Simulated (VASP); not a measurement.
The system is Ga4SbN3.

```
CELL_PARAMETERS angstrom
3.16686 0.00000 0.00000
-1.58343 2.74258 0.00000
0.00000 0.00000 14.39961
ATOMIC_POSITIONS crystal
N 0.66667 0.33333 0.93242
N 0.66667 0.33333 0.57218
N 0.33333 0.66667 0.75217
Sb 0.33333 0.66667 0.16712
Ga 0.66667 0.33333 0.79684
Ga 0.66667 0.33333 0.43380
Ga 0.33333 0.66667 0.61648
Ga 0.33333 0.66667 0.97898
```

Base run:

* Program: VASP 6.6.1
* Functional: PBE
* Potentials or basis: VASP PAW PBE potentials, release 64 (N, Sb, Ga_d)
* Cutoff: 520 eV
* k mesh: 12 × 12 × 2
* Occupations: fermi-dirac, width 0.02 eV
* Spin: no spin polarisation

Its results: band gap on the k mesh zero (bands 36 and 37 overlap by 3.04 eV); pressure 4.0 GPa; largest force 0.359 eV/Å.

Q: The run is repeated on the same cell with these changes: functional from PBE to r2SCAN. What comes out?

A: Band gap on the k mesh zero (bands 36 and 37 overlap by 3.32 eV); pressure 0.7 GPa; largest force 0.083 eV/Å.

Caveats: spin-orbit coupling is left out, which moves the levels of the heavy elements; the cell stands under pressure (at least some runs); the PAW data sets were made with another functional, which shifts forces and pressure a little (at least some runs).
